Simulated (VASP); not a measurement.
# NbRu3C (Pm-3m) in VASP: a series of runs

NbRu3C is run at these levels: PBE; tasks: single point.

Program: VASP 6.6.1. These are calculated values, not measurements. Logs are shortened: lines on timing, memory, paths and dates and some standing lists are left out, and cuts for length are marked.

## 1. The cell of the first run

The structure is cubic, space group Pm-3m (No. 221). The conventional cell has a = 4.038 Å, b = 4.038 Å, c = 4.038 Å, α = 90.00°, β = 90.00°, γ = 90.00°. Nb (site symmetry m-3m) has 12 Ru at 2.86 Å and 8 C at 3.50 Å within 3.8 Å. Within 2.7 Å of Ru (site symmetry 4/mmm) lie 2 C at 2.02 Å. C (site symmetry m-3m) has 6 Ru at 2.02 Å within 2.7 Å.

## 2. Single point, PBE

INCAR reads:

```
SYSTEM = NbRu3C
PREC     = Accurate       ! precision mode
ENCUT    = 520            ! plane-wave cutoff, eV
EDIFF    = 1E-6           ! SCF threshold, eV
ISMEAR   = -1             ! smearing method
SIGMA    = 0.1            ! smearing width, eV
LREAL    = .FALSE.        ! projectors in reciprocal space
LASPH    = .TRUE.         ! aspherical terms in the spheres
NELM     = 80             ! most SCF steps
ALGO     = Normal         ! electronic algorithm
ISIF     = 2              ! what is computed and relaxed
LWAVE    = .FALSE.        ! write WAVECAR
LCHARG   = .TRUE.         ! write CHGCAR
GGA      = PE             ! functional
LELF     = .TRUE.         ! ELF
LVHAR    = .TRUE.       
NBANDS   = 38             ! bands
```

KPOINTS reads:

```
regular mesh
0
G
  6 6 6
  0 0 0
```

POSCAR reads:

```
NbRu3C
1.0
    4.0378563591      0.0000000000      0.0000000000
    0.0000000000      4.0378563591      0.0000000000
    0.0000000000      0.0000000000      4.0378563591
Nb Ru C
1 3 1
Direct
    0.0000000000      0.0000000000      0.0000000000
    0.0000000000      0.5000000000      0.5000000000
    0.5000000000      0.0000000000      0.5000000000
    0.5000000000      0.5000000000      0.0000000000
    0.5000000000      0.5000000000      0.5000000000
```

Potentials or basis: VASP PAW PBE potentials, release 64 (Nb_sv, Ru_pv, C).

The run is started by

```sh
> cat potpaw_PBE.64/Nb_sv/POTCAR potpaw_PBE.64/Ru_pv/POTCAR potpaw_PBE.64/C/POTCAR > POTCAR
> mpirun -np 1 vasp_std > vasp.out
```

OUTCAR:

```text
SYSTEM = NbRu3C
   PREC = Accurate
   ENCUT = 520
   EDIFF = 1E-6
   ISMEAR = -1
   LREAL = .FALSE.
   LASPH = .TRUE.
   NELM = 80
   ISIF = 2
   GGA = PE

 ion  position               nearest neighbor table
   1  0.000  0.000  0.000-   2 2.86   3 2.86   4 2.86   2 2.86   3 2.86   2 2.86   4 2.86   2 2.86
                             3 2.86   4 2.86   3 2.86   4 2.86
   2  0.000  0.500  0.500-   5 2.02   5 2.02   4 2.86   1 2.86   1 2.86   4 2.86   1 2.86   3 2.86
                             1 2.86   3 2.86   4 2.86   3 2.86   4 2.86   3 2.86
   3  0.500  0.000  0.500-   5 2.02   5 2.02   4 2.86   1 2.86   1 2.86   4 2.86   2 2.86   4 2.86
                             2 2.86   4 2.86   1 2.86   2 2.86   1 2.86   2 2.86
   4  0.500  0.500  0.000-   5 2.02   5 2.02   3 2.86   1 2.86   2 2.86   3 2.86   2 2.86   1 2.86
                             3 2.86   3 2.86   1 2.86   2 2.86   2 2.86   1 2.86
   5  0.500  0.500  0.500-   2 2.02   3 2.02   4 2.02   4 2.02   3 2.02   2 2.02

  LATTYP: Found a simple cubic cell.
 ALAT       =     4.0378563591

  Lattice vectors:

 A1 = (   4.0378563591,   0.0000000000,   0.0000000000)
 A2 = (   0.0000000000,   4.0378563591,   0.0000000000)
 A3 = (   0.0000000000,   0.0000000000,   4.0378563591)

Analysis of symmetry for initial positions (statically):
=====================================================================
 Subroutine PRICEL returns:
 Original cell was already a primitive cell.

 Routine SETGRP: Setting up the symmetry group for a
 simple cubic supercell.

 Subroutine GETGRP returns: Found 48 space group operations
 (whereof 48 operations were pure point group operations)
 out of a pool of 48 trial point group operations.

The static configuration has the point symmetry O_h .

Analysis of symmetry for dynamics (positions and initial velocities):
=====================================================================
 Subroutine PRICEL returns:
 Original cell was already a primitive cell.

 Routine SETGRP: Setting up the symmetry group for a
 simple cubic supercell.

 Subroutine GETGRP returns: Found 48 space group operations
 (whereof 48 operations were pure point group operations)
 out of a pool of 48 trial point group operations.

The dynamic configuration has the point symmetry O_h .

 Subroutine INISYM returns: Found 48 space group operations
 (whereof 48 operations are pure point group operations),
 and found     1 'primitive' translations

----------------------------------------------------------------------------------------

                                     Primitive cell

  volume of cell :      65.8344

  direct lattice vectors                    reciprocal lattice vectors
     4.037856359  0.000000000  0.000000000     0.247656160  0.000000000  0.000000000
     0.000000000  4.037856359  0.000000000     0.000000000  0.247656160  0.000000000
     0.000000000  0.000000000  4.037856359     0.000000000  0.000000000  0.247656160

  length of vectors
     4.037856359  4.037856359  4.037856359     0.247656160  0.247656160  0.247656160

  position of ions in fractional coordinates (direct lattice)
     0.000000000  0.000000000  0.000000000
     0.000000000  0.500000000  0.500000000
     0.500000000  0.000000000  0.500000000
     0.500000000  0.500000000  0.000000000
     0.500000000  0.500000000  0.500000000

  ion indices of the primitive-cell ions
   primitive index   ion index
                 1           1
                 2           2
                 3           3
                 4           4
                 5           5

----------------------------------------------------------------------------------------

 KPOINTS: regular mesh

Automatic generation of k-mesh.
 Grid dimensions read from file:
 generate k-points for:    6    6    6

 Generating k-lattice:

  Cartesian coordinates                     Fractional coordinates (reciprocal lattice)
     0.041276027  0.000000000  0.000000000     0.166666667  0.000000000  0.000000000
     0.000000000  0.041276027  0.000000000     0.000000000  0.166666667  0.000000000
     0.000000000  0.000000000  0.041276027     0.000000000  0.000000000  0.166666667

  Length of vectors
     0.041276027  0.041276027  0.041276027

  Shift w.r.t. Gamma in fractional coordinates (k-lattice)
     0.000000000  0.000000000  0.000000000

 Subroutine IBZKPT returns following result:
 ===========================================

 Found     20 irreducible k-points:

 Following reciprocal coordinates:
            Coordinates               Weight
  0.000000  0.000000  0.000000      1.000000
  0.166667  0.000000  0.000000      6.000000
  0.333333  0.000000  0.000000      6.000000
  0.500000  0.000000  0.000000      3.000000
  0.166667  0.166667  0.000000     12.000000
  0.333333  0.166667  0.000000     24.000000
[... 12 lines left out ...]
  0.500000  0.500000  0.333333      6.000000
  0.500000  0.500000  0.500000      1.000000
   k-points           NKPTS =     20   k-points in BZ     NKDIM =     20   number of bands    NBANDS=     38
   number of dos      NEDOS =    301   number of ions     NIONS =      5
   total plane-waves  NPLWV =  27000
   dimension x,y,z NGX =    30 NGY =   30 NGZ =   30
   dimension x,y,z NGXF=    60 NGYF=   60 NGZF=   60
   ions per type =               1   3   1
   NGX,Y,Z   is equivalent  to a cutoff of  12.35, 12.35, 12.35 a.u.
   NGXF,Y,Z  is equivalent  to a cutoff of  24.70, 24.70, 24.70 a.u.
 SYSTEM =  NbRu3C
   PREC   = accura    normal or accurate (medium, high low for compatibility)
   ISTART =      0    job   : 0-new  1-cont  2-samecut
   ICHARG =      2    charge: 1-file 2-atom 10-const
   ISPIN  =      1    spin polarized calculation?
   LNONCOLLINEAR =      F non collinear calculations
   LSORBIT =      F    spin-orbit coupling
   LASPH  =      T    aspherical Exc in radial PAW
   ENCUT  =  520.0 eV  38.22 Ry    6.18 a.u.   7.51  7.51  7.51*2*pi/ulx,y,z
   NELM   =     80;   NELMIN=  2; NELMDL= -5     # of ELM steps
   EDIFF  = 0.1E-05   stopping-criterion for ELM
   LREAL  =      F    real-space projection
   EDIFFG = 0.1E-04   stopping-criterion for IOM
   NSW    =      0    number of steps for IOM
   IBRION =     -1    ionic relax: 0-MD 1-quasi-New 2-CG
   NFREE  =      0    steps in history (QN), initial steepest desc. (CG)
   ISIF   =      2    stress and relaxation
   ISYM   =      2    0-nonsym 1-usesym 2-fastsym
   POTIM  = 0.5000    time-step for ionic-motion
   TEBEG  =    0.0;   TEEND  =   0.0 temperature during run
   PSTRESS=    0.0 pullay stress
   NELECT =      59.0000    total number of electrons
   NUPDOWN=      -1.0000    fix difference up-down
   EMIN   =  10.00;   EMAX   =-10.00  energy-range for DOS
   EFERMI =   0.00;   METHOD = LEGACY
   ISMEAR =    -1;   SIGMA  =   0.10  broadening in eV -4-tet -1-fermi 0-gaus
   EFERMI_NEDOS =   21; number of points for ismear=-14 and -15
   IALGO  =     38    algorithm
   IMIX   =      4    mixing-type and parameters
     AMIX     =   0.40;   BMIX     =  1.00
     AMIX_MAG =   1.60;   BMIX_MAG =  1.00
  volume/ion in A,a.u.               =      13.17        88.85
  Fermi-wavevector in a.u.,A,eV,Ry     =   1.578367  2.982681 33.895407  2.491242
  Thomas-Fermi vector in A             =   2.678908
   LORBIT       =      0    0 simple, 1 ext, 2 COOP (PROOUT), +10 PAW based schemes
   GGA     = PE    functional components
   LHFCALC =     F    Hartree Fock is set to
   AEXX    =    0.0000 exact exchange contribution
   IVDW    =     0    specifies the selected vdW correction
   LEPSILON=     F    determine dielectric tensor
   LRPA    =     F    only Hartree local field effects (RPA)
 non-spin polarized calculation
  energy-cutoff  :      520.00
  volume of cell :       65.83
 maximum number of plane-waves:      1800
   NGX = 15   NGY = 15   NGZ = 15

 number of electron      59.0000035 magnetization

 Free energy of the ion-electron system (eV)
  ---------------------------------------------------
  ext. energy  EPLUGINS =         0.00000000
  ---------------------------------------------------
  free energy    TOTEN  =       -47.39749587 eV

  energy without entropy =      -47.27995297  energy(sigma->0) =      -47.33872442

 E-fermi :  12.4488     XC(G=0): -13.4517

 val. band max:       12.4452305827   @ k =   0.5000   0.1667   0.1667
 cond. band min:      12.4565648882   @ k =   0.3333   0.3333   0.1667
 fundamental gap:      0.0113343054
 Fermi energy:        12.4488224514

 k-point     1 :       0.0000    0.0000    0.0000
  band No.  band energies     occupation
      1     -43.5737      2.00000
      2     -31.3035      2.00000
      3     -31.3035      2.00000
      4     -31.3035      2.00000
      5     -30.6302      2.00000
      6     -30.6302      2.00000
[... 30 lines left out ...]
     37      15.4537      0.00000
     38      17.7090      0.00000

 k-point     2 :       0.1667    0.0000    0.0000
  band No.  band energies     occupation
      1     -43.5738      2.00000
      2     -31.2951      2.00000
      3     -31.2951      2.00000
      4     -31.2887      2.00000
      5     -30.6453      2.00000
      6     -30.6384      2.00000
[... 30 lines left out ...]
     37      15.4385      0.00000
     38      17.3038      0.00000

 k-point     3 :       0.3333    0.0000    0.0000
  band No.  band energies     occupation
      1     -43.5740      2.00000
      2     -31.2776      2.00000
      3     -31.2776      2.00000
      4     -31.2569      2.00000
      5     -30.6806      2.00000
      6     -30.6568      2.00000
[... 30 lines left out ...]
     37      15.4126      0.00000
[... 617 lines left out ...]
 k-point    19 :       0.5000    0.5000    0.3333
  band No.  band energies     occupation
      1     -43.5716      2.00000
      2     -31.6068      2.00000
      3     -31.0657      2.00000
      4     -31.0291      2.00000
      5     -30.8427      2.00000
      6     -30.8216      2.00000
[... 30 lines left out ...]
     37      15.5865      0.00000
     38      17.5297      0.00000

 k-point    20 :       0.5000    0.5000    0.5000
  band No.  band energies     occupation
      1     -43.5711      2.00000
      2     -31.6420      2.00000
      3     -31.0290      2.00000
      4     -31.0290      2.00000
      5     -30.8454      2.00000
      6     -30.8454      2.00000
[... 30 lines left out ...]
     37      14.7557      0.00000
     38      17.9241      0.00000

------------------------ aborting loop because EDIFF is reached ----------------------------------------

  FORCE on cell =-STRESS in cart. coord.  units (eV):
  Direction    XX          YY          ZZ          XY          YZ          ZX
  --------------------------------------------------------------------------------------
  -------------------------------------------------------------------------------------
  Total        0.9905873      0.9905873      0.9905873     -0.0000000      0.0000000     -0.0000000
  in kB       24.1074193     24.1074193     24.1074193     -0.0000000      0.0000000     -0.0000000
  external PRESSURE =      24.1074193 kB  Pullay stress =       0.0000000 kB

 VOLUME and BASIS-vectors are now :
 -----------------------------------------------------------------------------
  energy-cutoff  :      520.00
  volume of cell :       65.83
      direct lattice vectors                 reciprocal lattice vectors
     4.037856359  0.000000000  0.000000000     0.247656160  0.000000000  0.000000000
     0.000000000  4.037856359  0.000000000     0.000000000  0.247656160  0.000000000
     0.000000000  0.000000000  4.037856359     0.000000000  0.000000000  0.247656160

 POSITION                                       TOTAL-FORCE (eV/Angst)
 -----------------------------------------------------------------------------------
      0.00000      0.00000      0.00000         0.000000      0.000000      0.000000
      0.00000      2.01893      2.01893         0.000000      0.000000      0.000000
      2.01893      0.00000      2.01893         0.000000      0.000000      0.000000
      2.01893      2.01893      0.00000         0.000000      0.000000      0.000000
      2.01893      2.01893      2.01893         0.000000      0.000000      0.000000
 -----------------------------------------------------------------------------------
    total drift:                                0.000000      0.000000     -0.000000

  FREE ENERGIE OF THE ION-ELECTRON SYSTEM (eV)
  ---------------------------------------------------
  free  energy   TOTEN  =       -47.3974958721 eV

  energy  without entropy=      -47.2799529684  energy(sigma->0) =      -47.33872442
```

Wall time 1.8 min (1 thread of AMD EPYC 7R13, shared host); peak memory 0.16 GiB.

What came out:

* Free energy: -47.3975 eV
* Pressure: 2.4 GPa
* Band gap on the k mesh: zero (an odd number of electrons rules out a gap without spin polarisation)

(Part 1 of 2 ends here.)
